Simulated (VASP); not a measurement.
The system is As.

```
As
1.0
     0.00000    2.87445    2.87445
     2.87445    0.00000    2.87445
     2.87445    2.87445    0.00000
As
2
Direct
  0.87500 0.87500 0.87500
  0.12500 0.12500 0.12500
```

```yaml
Program: VASP 6.6.1
Task: relaxation of cell and atoms
Functional: PBEsol
Potentials_or_basis: VASP PAW PBE potentials, release 64 (As)
Cutoff: 600 eV
k_mesh: 11 × 11 × 11
Occupations: fermi-dirac, width 0.08 eV
Spin: no spin polarisation
```

At the start: pressure 9.0 GPa; volume 23.75 Å³/atom.

Question: Where does the relaxation end?

Answer: Over 5 steps the energy falls by 86.1 meV/atom and the volume is 27.15 Å³/atom (+14.3 %); space group Fd-3m (No. 227, to 0.05 Å).

Step by step:
```csv
step,energy change (eV),largest force (eV/Å),pressure (GPa),volume (Å³)
1,0.0000,0.0000,9.02,47.50
2,-0.1482,0.0000,-2.48,57.30
3,-0.1723,0.0000,0.03,54.29
4,-0.1722,0.0000,-0.10,54.43
5,-0.1723,0.0000,0.02,54.30
```

Final structure:
```cif
data_structure
_symmetry_space_group_name_H-M 'P 1'
_symmetry_Int_Tables_number 1
_cell_length_a 4.2505
_cell_length_b 4.2505
_cell_length_c 4.2505
_cell_angle_alpha 60.000
_cell_angle_beta 60.000
_cell_angle_gamma 60.000
_cell_volume 54.30
loop_
_atom_site_label
_atom_site_type_symbol
_atom_site_fract_x
_atom_site_fract_y
_atom_site_fract_z
_atom_site_occupancy
As1 As 0.87500 0.87500 0.87500 1
As2 As 0.12500 0.12500 0.12500 1
```

Caveat: the PAW data sets were made with another functional, which shifts forces and pressure a little.
